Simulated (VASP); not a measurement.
Runs of VASP 6.6.1 on Ga2O3. The structure is that of space group R-3c (No. 167), or close to it. The cells are those of the table. 

```tsv
cell	gap on the mesh (eV)	pressure (GPa)	largest force (eV/Å)
a = 5.272 Å, angles 55.8°, 10 atoms	3.89	9.8	0.04
a = 5.378 Å, angles 55.8°, 10 atoms	3.21	-4.9	0.04
a = 5.485 Å, angles 55.8°, 10 atoms	(b)	-15.9	0.03
a = 5.432 Å, angles 55.8°, 10 atoms	2.89	(a)	0.04
```

Alike in all rows: task single point; level r2SCAN; potentials or basis VASP PAW PBE potentials, release 64 (Ga_d, O); no spin polarisation; k mesh 6 × 6 × 6; cutoff (eV) 520; smearing gaussian 0.01 eV.

Fill in the values left out.

(a) -10.9; (b) 2.59.

Caveats: the PAW data sets were made with another functional, which shifts forces and pressure a little; the cell stands under tension (at least some runs); the cell stands under pressure (at least some runs).

A k mesh can miss the band edges, and the runs leave out spin-orbit coupling on Ga.
